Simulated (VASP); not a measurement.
# SnO (P4/nmm) in VASP: further runs

Runs on SnO. Level: LDA. Tasks: single point.

Everything below comes from runs of VASP 6.6.1. Logs are shortened: lines on timing, memory, paths and dates and some standing lists are left out, and cuts for length are marked.

## (1) The cell of the first run

The structure is tetragonal, space group P4/nmm (No. 129). Conventional cell: a = 3.855 Å, b = 3.855 Å, c = 5.214 Å, α = 90.00°, β = 90.00°, γ = 90.00°. Within 3.1 Å of Sn (site symmetry 4mm) lie 4 O at 2.31 Å. Within 3.1 Å of O (site symmetry -4m2) lie 4 Sn at 2.31 Å and 4 O at 2.73 Å.

## (2) Single point, LDA

Input file INCAR:

```
SYSTEM = SnO
ALGO     = Normal         ! electronic algorithm
EDIFF    = 1E-6           ! SCF threshold, eV
ENCUT    = 520            ! plane-wave cutoff, eV
ISIF     = 2              ! what is computed and relaxed
ISMEAR   = 0              ! smearing method
LASPH    = .True.         ! aspherical terms in the spheres
LCHARG   = .False.        ! write CHGCAR
LREAL    = .False.        ! projectors in reciprocal space
LWAVE    = .False.        ! write WAVECAR
NBANDS   = 28             ! bands
NELM     = 100            ! most SCF steps
PREC     = Accurate       ! precision mode
SIGMA    = 0.15           ! smearing width, eV
```

Input file KPOINTS:

```
k-points
0
Gamma
  10 10 8
  0 0 0
```

Input file POSCAR:

```
SnO
1.0
    3.8548000000      0.0000000000      0.0000000000
    0.0000000000      3.8548000000      0.0000000000
    0.0000000000      0.0000000000      5.2140000000
Sn O
2 2
Direct
    0.0000000000      0.5000000000      0.2457459271
    0.5000000000      0.0000000000      0.7542540729
    0.0000000000      0.0000000000      0.0000000000
    0.5000000000      0.5000000000      0.0000000000
```

Potentials or basis: VASP PAW LDA potentials, release 64 (Sn_d, O).

Launch:

```
> cat potpaw_LDA.64/Sn_d/POTCAR potpaw_LDA.64/O/POTCAR > POTCAR
> mpirun -np 1 vasp_std > vasp.out
```

OUTCAR:

```text
SYSTEM = SnO
   EDIFF = 1E-6
   ENCUT = 520
   ISIF = 2
   ISMEAR = 0
   LASPH = .True.
   LREAL = .False.
   NELM = 100
   PREC = Accurate

 ion  position               nearest neighbor table
   1  0.000  0.500  0.246-   3 2.31   4 2.31   3 2.31   4 2.31   2 3.74   2 3.74   2 3.74   2 3.74

   2  0.500  0.000  0.754-   3 2.31   4 2.31   4 2.31   3 2.31   1 3.74   1 3.74   1 3.74   1 3.74

   3  0.000  0.000  0.000-   1 2.31   2 2.31   1 2.31   2 2.31
   4  0.500  0.500  0.000-   1 2.31   2 2.31   2 2.31   1 2.31

  LATTYP: Found a simple tetragonal cell.
 ALAT       =     3.8548000000
 C/A-ratio  =     1.3525993566

  Lattice vectors:

 A1 = (   3.8548000000,   0.0000000000,   0.0000000000)
 A2 = (   0.0000000000,   3.8548000000,   0.0000000000)
 A3 = (   0.0000000000,   0.0000000000,   5.2140000000)

Analysis of symmetry for initial positions (statically):
=====================================================================
 Subroutine PRICEL returns:
 Original cell was already a primitive cell.

 Routine SETGRP: Setting up the symmetry group for a
 simple tetragonal supercell.

 Subroutine GETGRP returns: Found 16 space group operations
 (whereof  8 operations were pure point group operations)
 out of a pool of 16 trial point group operations.

The static configuration has the point symmetry D_2d.
 The point group associated with its full space group is D_4h.

Analysis of symmetry for dynamics (positions and initial velocities):
=====================================================================
 Subroutine PRICEL returns:
 Original cell was already a primitive cell.

 Routine SETGRP: Setting up the symmetry group for a
 simple tetragonal supercell.

 Subroutine GETGRP returns: Found 16 space group operations
 (whereof  8 operations were pure point group operations)
 out of a pool of 16 trial point group operations.

The dynamic configuration has the point symmetry D_2d.
 The point group associated with its full space group is D_4h.

 Subroutine INISYM returns: Found 16 space group operations
 (whereof  8 operations are pure point group operations),
 and found     1 'primitive' translations

----------------------------------------------------------------------------------------

                                     Primitive cell

  volume of cell :      77.4773

  direct lattice vectors                    reciprocal lattice vectors
     3.854800000  0.000000000  0.000000000     0.259416831  0.000000000  0.000000000
     0.000000000  3.854800000  0.000000000     0.000000000  0.259416831  0.000000000
     0.000000000  0.000000000  5.214000000     0.000000000  0.000000000  0.191791331

  length of vectors
     3.854800000  3.854800000  5.214000000     0.259416831  0.259416831  0.191791331

  position of ions in fractional coordinates (direct lattice)
     0.000000000  0.500000000  0.245745927
     0.500000000  0.000000000  0.754254073
     0.000000000  0.000000000  0.000000000
     0.500000000  0.500000000  0.000000000

  ion indices of the primitive-cell ions
   primitive index   ion index
                 1           1
                 2           2
                 3           3
                 4           4

----------------------------------------------------------------------------------------

 KPOINTS: k-points

Automatic generation of k-mesh.
 Grid dimensions read from file:
 generate k-points for:   10   10    8

 Generating k-lattice:

  Cartesian coordinates                     Fractional coordinates (reciprocal lattice)
     0.025941683  0.000000000  0.000000000     0.100000000  0.000000000  0.000000000
     0.000000000  0.025941683  0.000000000     0.000000000  0.100000000  0.000000000
     0.000000000  0.000000000  0.023973916     0.000000000  0.000000000  0.125000000

  Length of vectors
     0.025941683  0.025941683  0.023973916

  Shift w.r.t. Gamma in fractional coordinates (k-lattice)
     0.000000000  0.000000000  0.000000000

 Subroutine IBZKPT returns following result:
 ===========================================

 Found    105 irreducible k-points:

 Following reciprocal coordinates:
            Coordinates               Weight
  0.000000  0.000000  0.000000      1.000000
  0.100000  0.000000  0.000000      4.000000
  0.200000  0.000000  0.000000      4.000000
  0.300000  0.000000  0.000000      4.000000
  0.400000  0.000000  0.000000      4.000000
  0.500000  0.000000  0.000000      2.000000
[... 16 lines left out ...]
  0.100000  0.000000  0.125000      8.000000
  0.200000  0.000000  0.125000      8.000000
 [... further k-points ...]
   k-points           NKPTS =    105   k-points in BZ     NKDIM =    105   number of bands    NBANDS=     28
   number of dos      NEDOS =    301   number of ions     NIONS =      4
   total plane-waves  NPLWV =  36000
   dimension x,y,z NGX =    30 NGY =   30 NGZ =   40
   dimension x,y,z NGXF=    60 NGYF=   60 NGZF=   80
   ions per type =               2   2
   NGX,Y,Z   is equivalent  to a cutoff of  12.94, 12.94, 12.75 a.u.
   NGXF,Y,Z  is equivalent  to a cutoff of  25.88, 25.88, 25.51 a.u.
 SYSTEM =  SnO
   PREC   = accura    normal or accurate (medium, high low for compatibility)
   ISTART =      0    job   : 0-new  1-cont  2-samecut
   ICHARG =      2    charge: 1-file 2-atom 10-const
   ISPIN  =      1    spin polarized calculation?
   LNONCOLLINEAR =      F non collinear calculations
   LSORBIT =      F    spin-orbit coupling
   LASPH  =      T    aspherical Exc in radial PAW
   ENCUT  =  520.0 eV  38.22 Ry    6.18 a.u.   7.17  7.17  9.69*2*pi/ulx,y,z
   NELM   =    100;   NELMIN=  2; NELMDL= -5     # of ELM steps
   EDIFF  = 0.1E-05   stopping-criterion for ELM
   LREAL  =      F    real-space projection
   EDIFFG = 0.1E-04   stopping-criterion for IOM
   NSW    =      0    number of steps for IOM
   IBRION =     -1    ionic relax: 0-MD 1-quasi-New 2-CG
   NFREE  =      0    steps in history (QN), initial steepest desc. (CG)
   ISIF   =      2    stress and relaxation
   ISYM   =      2    0-nonsym 1-usesym 2-fastsym
   POTIM  = 0.5000    time-step for ionic-motion
   TEBEG  =    0.0;   TEEND  =   0.0 temperature during run
   PSTRESS=    0.0 pullay stress
   NELECT =      40.0000    total number of electrons
   NUPDOWN=      -1.0000    fix difference up-down
   EMIN   =  10.00;   EMAX   =-10.00  energy-range for DOS
   EFERMI =   0.00;   METHOD = LEGACY
   ISMEAR =     0;   SIGMA  =   0.15  broadening in eV -4-tet -1-fermi 0-gaus
   EFERMI_NEDOS =   21; number of points for ismear=-14 and -15
   IALGO  =     38    algorithm
   IMIX   =      4    mixing-type and parameters
     AMIX     =   0.40;   BMIX     =  1.00
     AMIX_MAG =   1.60;   BMIX_MAG =  1.00
  volume/ion in A,a.u.               =      19.37       130.71
  Fermi-wavevector in a.u.,A,eV,Ry     =   1.313318  2.481811 23.467388  1.724804
  Thomas-Fermi vector in A             =   2.443649
   LORBIT       =      0    0 simple, 1 ext, 2 COOP (PROOUT), +10 PAW based schemes
   GGA     = CA    functional components
   LHFCALC =     F    Hartree Fock is set to
   AEXX    =    0.0000 exact exchange contribution
   IVDW    =     0    specifies the selected vdW correction
   LEPSILON=     F    determine dielectric tensor
   LRPA    =     F    only Hartree local field effects (RPA)
 non-spin polarized calculation
 Gauss-broadening in eV      SIGMA  =   0.15
  energy-cutoff  :      520.00
  volume of cell :       77.48
 maximum number of plane-waves:      2124
 NGX is ok and might be reduce to    30
   NGX = 15   NGY = 15   NGZ = 19

 number of electron      40.0000012 magnetization

 Free energy of the ion-electron system (eV)
  ---------------------------------------------------
  ext. energy  EPLUGINS =         0.00000000
  ---------------------------------------------------
  free energy    TOTEN  =       -25.23443913 eV

  energy without entropy =      -25.23347459  energy(sigma->0) =      -25.23395686

 E-fermi :   5.5779     XC(G=0): -10.1904

 val. band max:        5.5382489505   @ k =   0.0000   0.0000   0.0000
 cond. band min:       5.7392504826   @ k =   0.5000   0.5000   0.1250
 fundamental gap:      0.2010015321
 Fermi energy:         5.5778866185

 k-point     1 :       0.0000    0.0000    0.0000
  band No.  band energies     occupation
      1     -15.9682      2.00000
      2     -15.7682      2.00000
      3     -15.7298      2.00000
      4     -15.7298      2.00000
      5     -15.7280      2.00000
      6     -15.6978      2.00000
[... 20 lines left out ...]
     27      11.9509      0.00000
     28      12.5890      0.00000

 k-point     2 :       0.1000    0.0000    0.0000
  band No.  band energies     occupation
      1     -15.9633      2.00000
      2     -15.7656      2.00000
      3     -15.7305      2.00000
      4     -15.7285      2.00000
      5     -15.7282      2.00000
      6     -15.6993      2.00000
[... 20 lines left out ...]
     27      12.1514      0.00000
     28      13.3292      0.00000

 k-point     3 :       0.2000    0.0000    0.0000
  band No.  band energies     occupation
      1     -15.9501      2.00000
      2     -15.7630      2.00000
      3     -15.7316      2.00000
      4     -15.7298      2.00000
      5     -15.7241      2.00000
      6     -15.7026      2.00000
[... 20 lines left out ...]
     27      12.3618      0.00000
     28      14.8633      0.00000

 k-point     4 :       0.3000    0.0000    0.0000
  band No.  band energies     occupation
      1     -15.9305      2.00000
      2     -15.7843      2.00000
      3     -15.7314      2.00000
      4     -15.7308      2.00000
      5     -15.7253      2.00000
      6     -15.7214      2.00000
[... 578 lines left out ...]
     27      11.9028      0.00000
     28      12.6855      0.00000

 k-point    23 :       0.1000    0.0000    0.1250
  band No.  band energies     occupation
      1     -15.9618      2.00000
      2     -15.7673      2.00000
      3     -15.7303      2.00000
      4     -15.7281      2.00000
      5     -15.7230      2.00000
      6     -15.7005      2.00000
[... 20 lines left out ...]
     27      12.1487      0.00000
     28      13.3783      0.00000

 k-point    24 :       0.2000    0.0000    0.1250
  band No.  band energies     occupation
      1     -15.9490      2.00000
      2     -15.7653      2.00000
      3     -15.7329      2.00000
      4     -15.7298      2.00000
      5     -15.7193      2.00000
      6     -15.7034      2.00000
[... 20 lines left out ...]
     27      12.4538      0.00000
     28      14.8441      0.00000

 [... further k-points ...]
[... 5 lines left out ...]
  --------------------------------------------------------------------------------------
  -------------------------------------------------------------------------------------
  Total       -4.6145932     -4.6145932     -7.0796061      0.0000000      0.0000000      0.0000000
  in kB      -95.4265614    -95.4265614   -146.4013058      0.0000000      0.0000000      0.0000000
  external PRESSURE =    -112.4181429 kB  Pullay stress =       0.0000000 kB

 VOLUME and BASIS-vectors are now :
 -----------------------------------------------------------------------------
  energy-cutoff  :      520.00
  volume of cell :       77.48
      direct lattice vectors                 reciprocal lattice vectors
     3.854800000  0.000000000  0.000000000     0.259416831  0.000000000  0.000000000
     0.000000000  3.854800000  0.000000000     0.000000000  0.259416831  0.000000000
     0.000000000  0.000000000  5.214000000     0.000000000  0.000000000  0.191791331

 POSITION                                       TOTAL-FORCE (eV/Angst)
 -----------------------------------------------------------------------------------
      0.00000      1.92740      1.28132         0.000000     -0.000000     -2.362035
      1.92740      0.00000      3.93268        -0.000000     -0.000000      2.362035
      0.00000      0.00000      0.00000         0.000000      0.000000      0.000000
      1.92740      1.92740      0.00000         0.000000     -0.000000      0.000000
 -----------------------------------------------------------------------------------
    total drift:                                0.000000      0.000000      0.000000

  FREE ENERGIE OF THE ION-ELECTRON SYSTEM (eV)
  ---------------------------------------------------
  free  energy   TOTEN  =       -25.2344391339 eV

  energy  without entropy=      -25.2334745886  energy(sigma->0) =      -25.23395686
```

Wall time 72 s (1 thread of Intel Xeon 6975P-C (Granite Rapids), shared host); peak memory 0.29 GiB.

What came out:

| Item | Value |
| --- | --- |
| Free energy | -25.2344 eV |
| Pressure | -11.2 GPa |
| Largest force | 2.362 eV/Å |
| Band gap on the k mesh | zero (band 20 reaches 5.54 eV, above the bottom of band 21 at 5.53 eV) |

Forces in eV/Å, atoms in the order of the input:
```
Sn   0.000  0.000 -2.362
Sn   0.000  0.000  2.362
O    0.000  0.000  0.000
O    0.000  0.000  0.000
```

Levels at points of the mesh, in eV from the Fermi level:
```tsv
k point	band 16	band 17	band 18	band 19	band 20	band 21	band 22	band 23	band 24	band 25
(0.00, 0.00, 0.00)	-5.18	-2.87	-2.23	-2.23	-0.04	1.95	4.27	4.32	4.32	5.11
(0.50, 0.00, 0.00)	-4.34	-3.83	-3.83	-2.58	-2.58	2.62	2.62	5.43	5.43	5.72
(0.50, 0.50, 0.00)	-4.48	-2.10	-2.10	-1.64	-1.64	-0.05	-0.05	3.96	3.96	6.13
(0.00, 0.00, 0.50)	-3.73	-2.92	-2.28	-2.25	-2.25	2.08	2.85	2.85	3.80	7.17
(0.50, 0.00, 0.50)	-4.61	-3.80	-3.80	-1.73	-1.73	2.08	2.08	5.10	5.10	6.19
(0.50, 0.50, 0.50)	-4.88	-2.69	-2.69	-1.64	-1.64	2.06	2.06	3.31	3.31	5.28
```

Caveat: spin-orbit coupling is left out, which moves the levels of the heavy elements; forces of over 1 eV/Å act on the atoms, so gaps and moduli don't describe the material at rest.

## (3) Single point, LDA

This run uses another cell than the first one, of 15.22 Å³/atom, 0.786 times its volume.

Input file INCAR:

```
PREC = Accurate
ENCUT = 520
EDIFF = 1E-6
ISMEAR = 0
SIGMA = 0.15
LREAL = False
LASPH = True
NELM = 60
ALGO = Normal
ISIF = 2
LWAVE = False
LCHARG = False
GGA = CA
NBANDS = 28
```

Input file KPOINTS:

```
Automatic mesh
0
Gamma
  10 10 8
```

POSCAR, as its differences from that of step 2:

```diff
@@ -4,3 +4,3 @@
     0.0000000000      3.8548000000      0.0000000000
-    0.0000000000      0.0000000000      5.2140000000
+    0.0000000000      0.0000000000      4.0967000000
 Sn O
```

Potentials or basis: VASP PAW LDA potentials, release 64 (Sn_d, O).

Launch:

```
> cat potpaw_LDA.64/Sn_d/POTCAR potpaw_LDA.64/O/POTCAR > POTCAR
> mpirun -np 1 vasp_std > vasp.out
```

Wall time 60 s (1 thread of Intel Xeon 6975P-C (Granite Rapids), shared host); peak memory 0.25 GiB.

The run converged. Its results:

```yaml
Free_energy: -25.4336 eV
Pressure: 7.4 GPa
Largest_force: 1.472 eV/Å
Band_gap_on_the_k_mesh: 0.29 eV, indirect (least direct gap 1.34 eV)
```

Forces in eV/Å, atoms in the order of the input:
```
Sn   0.000  0.000  1.472
Sn   0.000  0.000 -1.472
O    0.000  0.000  0.000
O    0.000  0.000  0.000
```

Stress tensor (GPa, compression positive):
```
 4.79  0.00  0.00
 0.00  4.79  0.00
 0.00  0.00 12.49
```

Levels at points of the mesh, in eV from the valence-band top:
```
           k point  band 18  band 19  band 20  band 21  band 22  band 23
(0.00, 0.00, 0.00)    -3.67    -3.37    -0.46     2.64     4.96     4.96
(0.50, 0.00, 0.00)    -4.77    -2.17    -2.17     4.26     4.26     6.25
(0.50, 0.50, 0.00)    -2.87    -1.05    -1.05     0.29     0.29     6.00
(0.00, 0.00, 0.50)    -3.62    -1.80    -1.00     1.00     2.71     2.71
(0.50, 0.00, 0.50)    -5.23    -1.10    -1.10     3.47     3.47     5.34
(0.50, 0.50, 0.50)    -2.87    -2.73    -2.73     3.30     3.30     5.61
```

Caveat: spin-orbit coupling is left out, which moves the levels of the heavy elements; forces of over 1 eV/Å act on the atoms, so gaps and moduli don't describe the material at rest.

## (4) Single point, LDA

This run uses another cell than the first one, of 15.91 Å³/atom, 0.821 times its volume.

Input file INCAR:

```
SYSTEM = SnO
PREC = Accurate ; ENCUT = 520
EDIFF = 1E-6 ; ISMEAR = 0
SIGMA = 0.15 ; LREAL = .FALSE.
LASPH = .TRUE. ; NELM = 60
ALGO = Normal ; ISIF = 2
LWAVE = .FALSE. ; LCHARG = .FALSE.
GGA = CA ; NBANDS = 28
```

Input file KPOINTS:

```
Automatic mesh
0
G
  10 10 8
  0 0 0
```

POSCAR, as its differences from that of step 3:

```diff
@@ -4,3 +4,3 @@
     0.0000000000      3.8548000000      0.0000000000
-    0.0000000000      0.0000000000      4.0967000000
+    0.0000000000      0.0000000000      4.2829000000
 Sn O
```

Launch:

```
> cat potpaw_LDA.64/Sn_d/POTCAR potpaw_LDA.64/O/POTCAR > POTCAR
> mpirun -np 1 vasp_std > vasp.out
```

Wall time 59 s (1 thread of Intel Xeon 6975P-C (Granite Rapids), shared host); peak memory 0.26 GiB.

Results (log left out):

| Property | Result |
| --- | --- |
| Free energy | -25.6049 eV |
| Pressure | 2.7 GPa |
| Largest force | 0.894 eV/Å |
| Band gap on the k mesh | 0.25 eV, indirect (least direct gap 1.50 eV) |

Forces on the atoms (eV/Å):
```
Sn   0.000  0.000  0.894
Sn   0.000  0.000 -0.894
O    0.000  0.000  0.000
O    0.000  0.000  0.000
```

Stress tensor (GPa, compression positive):
```
0.51 0.00 0.00
0.00 0.51 0.00
0.00 0.00 7.11
```

Levels at points of the mesh, in eV from the valence-band top:
```csv
k point,band 17,band 18,band 19,band 20,band 21,band 22,band 23,band 24
"(0.00, 0.00, 0.00)",-3.40,-3.40,-3.28,-0.23,2.51,4.85,4.85,5.65
"(0.50, 0.00, 0.00)",-4.73,-4.73,-2.27,-2.27,4.05,4.05,6.14,6.14
"(0.50, 0.50, 0.00)",-2.66,-2.66,-1.25,-1.25,0.25,0.25,5.53,5.53
"(0.00, 0.00, 0.50)",-3.41,-3.41,-2.09,-1.26,1.21,2.78,2.78,3.21
"(0.50, 0.00, 0.50)",-4.98,-4.98,-1.20,-1.20,3.35,3.35,5.36,5.36
"(0.50, 0.50, 0.50)",-2.66,-2.66,-2.66,-2.66,3.05,3.05,5.27,5.27
```

Caveat: spin-orbit coupling is left out, which moves the levels of the heavy elements. A k mesh can miss the band edges.

## (5) Overview

| cell | gap on the mesh (eV) | pressure (GPa) | largest force (eV/Å) |
| --- | --- | --- | --- |
| a = 3.855, b = 3.855, c = 5.214 Å, 4 atoms | none | -11.2 | 2.36 |
| a = 3.855, b = 3.855, c = 4.097 Å, 4 atoms | 0.29 | 7.4 | 1.47 |
| a = 3.855, b = 3.855, c = 4.283 Å, 4 atoms | 0.25 | 2.7 | 0.89 |

Alike in all rows: task single point; level LDA; potentials or basis VASP PAW LDA potentials, release 64 (Sn_d, O); no spin polarisation; k mesh 10 × 10 × 8; cutoff (eV) 520; smearing gaussian 0.15 eV.

Caveats: spin-orbit coupling is left out, which moves the levels of the heavy elements; forces of over 1 eV/Å act on the atoms, so gaps and moduli don't describe the material at rest (some runs).

Total energies depend on the potentials used, so only differences within one code and one set of settings carry meaning.
